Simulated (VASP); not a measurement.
SrTiO3, 5 atoms in the cell. Symmetry: Pm-3m, No. 221, cubic system. The conventional cell has a = 3.854 Å, b = 3.854 Å, c = 3.854 Å, α = 90.00°, β = 90.00°, γ = 90.00°. Within 3.6 Å of Sr (site symmetry m-3m) lie 12 O at 2.73 Å and 8 Ti at 3.34 Å. Ti (site symmetry m-3m) has 6 O at 1.93 Å within 2.6 Å. Within 2.6 Å of O (site symmetry 4/mmm) lie 2 Ti at 1.93 Å. 

| Property | Result |
| --- | --- |
| Program | VASP 6.6.1 |
| Task | single point |
| Functional | LDA |
| Potentials or basis | VASP PAW LDA potentials, release 64 (Sr_sv, Ti_sv, O) |
| Cutoff | 520 eV |
| k mesh | 8 × 8 × 8 |
| Occupations | gaussian, width 0.01 eV |
| Spin | no spin polarisation |
| Dipole correction | no |
| Further INCAR settings | ALGO = Normal; EDIFF = 1e-07; NBANDS = 28 |

Potentials or basis: VASP PAW LDA potentials, release 64 (Sr_sv, Ti_sv, O).

The run is started by

```console
$ cat potpaw_LDA.64/Sr_sv/POTCAR potpaw_LDA.64/Ti_sv/POTCAR potpaw_LDA.64/O/POTCAR > POTCAR
$ mpirun -np 1 vasp_std > vasp.out
```

Hardware: 1 thread of Intel(R) Xeon(R) 6975P-C (Granite Rapids) (shared host).

How long does it take, and how much memory?

Run time: 26 s on 1 thread of Intel(R) Xeon(R) 6975P-C (Granite Rapids) (shared host), peak memory 0.19 GiB. Counts: scf iterations 17, k points 35.
